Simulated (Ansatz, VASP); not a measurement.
# La in VASP and in Ansatz

INCAR

```
SYSTEM = La
PREC     = Accurate       ! precision mode
ENCUT    = 520            ! plane-wave cutoff, eV
EDIFF    = 1E-6           ! SCF threshold, eV
ISMEAR   = -1             ! smearing method
SIGMA    = 0.05           ! smearing width, eV
LREAL    = .FALSE.        ! projectors in reciprocal space
LASPH    = .TRUE.         ! aspherical terms in the spheres
NELM     = 80             ! most SCF steps
ALGO     = Normal         ! electronic algorithm
ISIF     = 2              ! what is computed and relaxed
LWAVE    = .FALSE.        ! write WAVECAR
LCHARG   = .FALSE.        ! write CHGCAR
GGA      = PE             ! functional
NBANDS   = 18             ! bands
```

The input KPOINTS:

```
regular mesh
0
G
  7 7 4
  0 0 0
```

The input POSCAR:

```
La
1.0
    3.7500000000      0.0000000000      0.0000000000
   -1.8750000000      3.2475952642      0.0000000000
    0.0000000000      0.0000000000      6.1914000000
La
2
Direct
    0.6666666667      0.3333333333      0.7500000000
    0.3333333333      0.6666666667      0.2500000000
```

File input.yaml:

```yaml
crystal:
  lattice:
    - [3.75, 0.0, 0.0]
    - [-1.875, 3.2475952642, 0.0]
    - [0.0, 0.0, 6.1914]
  atoms:
    - { symbol: La, position: [0.6666666667, 0.3333333333, 0.75] }
    - { symbol: La, position: [0.3333333333, 0.6666666667, 0.25] }
hamiltonian:
  xc: pbe
  pseudopotentials: { kind: paw }
kpoints:
  mp_grid: { grid: [7, 7, 4] }
  band_path:
    path:
      - [[0.0, 0.0, 0.0], [0.5, 0.0, 0.0], [0.3333333333, 0.3333333333, 0.0], [0.0, 0.0, 0.0], [0.0, 0.0, 0.5], [0.5, 0.0, 0.5], [0.3333333333, 0.3333333333, 0.5], [0.0, 0.0, 0.5]]
      - [[0.5, 0.0, 0.5], [0.5, 0.0, 0.0]]
      - [[0.3333333333, 0.3333333333, 0.0], [0.3333333333, 0.3333333333, 0.5]]
    npoints: 14
scf:
  occupations: { method: fermi_dirac, width: 0.05 }
  n_extra_bands: 6
output:
  forces: true
  stress: true
  eigenvalues: true
  fatbands: false
  write_density: true
  write_potential: true
  elf: true
  volumetric_format: npy
```

Alike in both runs: functional PBE; k mesh 7 × 7 × 4; occupations fermi-dirac, width 0.05 eV; no spin polarisation.

```csv
,VASP,Ansatz
version,VASP 6.6.1,Ansatz 0.2.0
potentials or method,"VASP PAW PBE potentials, release 64 (La)",Ansatz PAW
plane-wave cutoff (eV),520,420
valence electrons in the cell,22,22
task,single point,band structure
```

```csv
,VASP,Ansatz,Ansatz less VASP
gap on the k mesh at the Fermi level (eV),none,none,-
pressure (GPa),0.1,0.1,-0.10
"traceless stress, the component that is largest in VASP (GPa)",0.19,0.20,+0.017
```

A gap of «none» marks a metal or a gap that the smearing closes.

Neither program's run includes spin-orbit coupling.
